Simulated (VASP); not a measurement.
## SiC (Moissanite 6O SiC): electric field gradients with PBE

Crystal: SiC (Moissanite 6O SiC).

```xyz
12
Lattice="1.5389 -2.6675 0.0000 1.5389 2.6675 0.0000 0.0000 0.0000 15.1219" Properties=species:S:1:pos:R:3 pbc="T T T"
Si    1.5389    1.7784   12.9704
Si    1.5389   -1.7784    5.4094
Si    1.5389   -0.0006    7.9315
Si    1.5389    0.0006    0.3706
Si    1.5389   -1.7789   10.4526
Si    1.4996    1.7562    2.8707
C     1.5389   -0.0010    9.8264
C     1.5389    0.0010    2.2655
C     1.5389    1.7786   14.8600
C     1.5389   -1.7786    7.2991
C     1.5389   -1.7787   12.3424
C     1.5389    1.7787    4.7814
```

This cell differs from its parent crystal: atom 6 (Si) moved by 0.05 Å.

- Program: VASP 6.6.1
- Task: electric field gradients
- Functional: PBE
- Potentials or basis: VASP PAW PBE potentials, release 64 (Si, C)
- Cutoff: 520 eV
- k mesh: 10 × 10 × 2
- Occupations: fermi-dirac, width 0.02 eV
- Spin: no spin polarisation
- Dipole correction: no
- Further INCAR settings: ALGO = Normal; EDIFF = 1e-08; NBANDS = 36

* Pressure: 3.2 GPa
* Largest force: 1.113 eV/Å
* Band gap on the k mesh: 1.99 eV, indirect (least direct gap 3.13 eV)

Forces on the atoms (eV/Å):
```
Si  -0.001 -0.001 -0.036
Si  -0.013 -0.007 -0.084
Si   0.001  0.001 -0.035
Si  -0.013 -0.007 -0.080
Si   0.000  0.000 -0.033
Si   0.767  0.442  0.674
C   -0.001 -0.001  0.033
C   -0.646 -0.372 -0.292
C    0.000  0.000  0.019
C   -0.009 -0.005  0.036
C    0.000  0.000  0.033
C   -0.085 -0.049 -0.237
```

Stress tensor (GPa, compression positive):
```
 3.44 -0.38  0.25
-0.38  3.58  0.14
 0.25  0.14  2.59
```

Levels at points of the mesh, in eV from the valence-band top:
| k point | band 21 | band 22 | band 23 | band 24 | band 25 | band 26 | band 27 | band 28 |
| --- | --- | --- | --- | --- | --- | --- | --- | --- |
| (0.00, 0.00, 0.00) | -0.32 | -0.07 | -0.05 | 0.00 | 5.12 | 5.31 | 5.76 | 6.24 |
| (0.50, 0.00, 0.00) | -1.85 | -1.81 | -1.69 | -1.13 | 2.00 | 2.19 | 3.16 | 3.85 |
| (0.00, 0.50, 0.00) | -1.91 | -1.82 | -1.68 | -1.16 | 1.99 | 2.19 | 3.13 | 3.85 |
| (0.50, 0.50, 0.00) | -1.84 | -1.80 | -1.69 | -1.12 | 2.00 | 2.20 | 3.17 | 3.86 |
| (0.00, 0.00, 0.50) | -0.22 | -0.13 | -0.10 | -0.08 | 5.15 | 5.26 | 5.95 | 6.03 |
| (0.50, 0.00, 0.50) | -1.78 | -1.71 | -1.37 | -1.31 | 2.00 | 2.08 | 3.36 | 3.41 |
| (0.00, 0.50, 0.50) | -1.77 | -1.71 | -1.42 | -1.32 | 2.00 | 2.08 | 3.32 | 3.40 |
| (0.50, 0.50, 0.50) | -1.78 | -1.71 | -1.36 | -1.30 | 2.01 | 2.08 | 3.37 | 3.42 |

Electric field gradients, principal values (V/Å²):
| atom | least | middle | greatest (by size) |
| --- | --- | --- | --- |
| 1 Si | -1.338 | -1.381 | 2.719 |
| 2 Si | -1.031 | -1.761 | 2.793 |
| 3 Si | -0.045 | -0.140 | 0.185 |
| 4 Si | 0.120 | 0.235 | -0.355 |
| 5 Si | -1.564 | -1.601 | 3.165 |
| 6 Si | 0.769 | 13.227 | -13.996 |
| 7 C | -0.982 | -1.117 | 2.099 |
| 8 C | -0.949 | -1.372 | 2.321 |
| 9 C | -0.177 | -0.344 | 0.521 |
| 10 C | -0.206 | -0.363 | 0.569 |
| 11 C | -0.044 | -0.175 | 0.218 |
| 12 C | -0.829 | -0.964 | 1.793 |

Wall time 7.1 min on 1 thread of Intel(R) Xeon(R) Platinum 8488C (Sapphire Rapids), on a shared host, peak memory 0.45 GiB.

Caveat: the cell differs from its parent crystal (atom 6 (Si) moved by 0.05 Å); without QUAD_EFG the Cq values of the log hold for a quadrupole moment of 1 mb, not for the nuclei; forces of over 1 eV/Å act on the atoms, so gaps and moduli don't describe the material at rest. A k mesh can miss the band edges.
